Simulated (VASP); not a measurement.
Al2Cu3: single point with PBE

Crystal: Al2Cu3.

```xyz
10
Lattice="4.5289 -2.2648 -0.0087 4.5289 2.2648 -0.0087 -2.3574 0.0000 6.3769" Properties=species:S:1:pos:R:3 pbc="T T T"
Al    2.3335    1.4545    3.4716
Al    3.5122   -1.4545    0.2831
Al    3.1883    1.4545    6.0765
Al    4.3670   -1.4545    2.8880
Cu    0.7090    0.7774    5.4111
Cu    1.8877   -0.7774    2.2226
Cu    4.8128    0.7774    4.1370
Cu    5.9915   -0.7774    0.9485
Cu    2.7609   -0.7798    4.7740
Cu    3.9396    0.7798    1.5856
```

```
Program                : VASP 6.6.1
Task                   : single point
Functional             : PBE
Potentials or basis    : VASP PAW PBE potentials, release 64 (Al, Cu)
Cutoff                 : 520 eV
k mesh                 : 10 × 10 × 6
Occupations            : gaussian, width 0.1 eV
Spin                   : no spin polarisation
Dipole correction      : no
Further INCAR settings : ALGO = Fast; EDIFF = 1e-06; NBANDS = 50
```

| Quantity | Value |
| --- | --- |
| Pressure | 0.3 GPa |
| Largest force | 0.008 eV/Å |
| Band gap on the k mesh | zero (bands 39 and 40 overlap by 2.46 eV) |

Forces in eV/Å, atoms in the order of the input:
```
Al  -0.001  0.007  0.003
Al  -0.001 -0.007  0.003
Al   0.001  0.007 -0.003
Al   0.001 -0.007 -0.003
Cu   0.004  0.000  0.003
Cu   0.004  0.000  0.003
Cu  -0.004  0.000 -0.003
Cu  -0.004  0.000 -0.003
Cu   0.000  0.001  0.000
Cu   0.000 -0.001  0.000
```

Levels at points of the mesh, in eV from the Fermi level:
```
           k point  band 35  band 36  band 37  band 38  band 39  band 40  band 41  band 42  band 43  band 44
(0.00, 0.00, 0.00)    -1.66    -0.95    -0.59    -0.59    -0.30    -0.05     0.33     1.75     1.97     1.98
(0.50, 0.00, 0.00)    -2.32    -2.27    -2.08    -1.81    -1.39    -1.25     3.03     3.09     3.75     3.79
(0.50, 0.50, 0.00)    -2.30    -1.84    -1.13    -0.83     1.01     1.10     1.12     1.51     2.59     4.14
(0.00, 0.00, 0.50)    -1.41    -1.41    -0.91    -0.91     0.58     0.58     1.09     1.09     1.36     1.36
(0.50, 0.00, 0.50)    -2.40    -2.13    -1.88    -1.87     0.47     0.49     0.98     1.22     2.20     2.69
(0.50, 0.50, 0.50)    -1.54    -1.54    -1.40    -1.40    -0.59    -0.59     2.94     2.94     4.24     4.24
```

Wall time 15 min on 1 thread of Intel(R) Xeon(R) 6975P-C (Granite Rapids), on a shared host, peak memory 0.86 GiB.
